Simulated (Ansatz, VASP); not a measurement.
One calculation of Sb, two programs

```
Sb
1.0
     7.91620    0.00000    0.00000
     0.00000    7.91620    0.00000
     0.00000    0.00000    3.13925
Sb
6
Direct
  0.50000 0.50000 0.00000
  0.00000 0.00000 0.00000
  0.86975 0.63025 0.00000
  0.13025 0.36975 0.00000
  0.63025 0.13025 0.00000
  0.36975 0.86975 0.00000
```

Alike in both runs: functional PBE; k mesh 6 × 6 × 12; occupations gaussian, width 0.1 eV; no spin polarisation.

Ansatz relaxed the structure, and its values are those at the end. VASP's run is a single point on that final structure, the one shown.

|  | VASP | Ansatz |
| --- | --- | --- |
| version | VASP 6.6.1 | Ansatz 0.2.0 |
| potentials or method | VASP PAW PBE potentials, release 64 (Sb), cutoff 520 eV | scalar-relativistic, plane waves, PAW |
| valence electrons in the cell | 30 | 90 |

Ansatz gave:

```
gap on the k mesh at the Fermi level (eV) : none
pressure (GPa)                            : 0.0
rms of the force components (eV/Å)        : 0.002
```

**Question.** Which values does VASP return?

**Answer.** gap on the k mesh at the Fermi level (eV): none; pressure (GPa): 0.0; rms of the force components (eV/Å): 0.006.

A gap of «none» marks a metal or a gap that the smearing closes. The functional is the same, so the differences come from potentials, cutoffs and numerics. VASP's potentials hold 30 valence electrons a cell and Ansatz's 90, so a difference there can come from the potentials and not from the codes.

Neither program's run includes spin-orbit coupling.
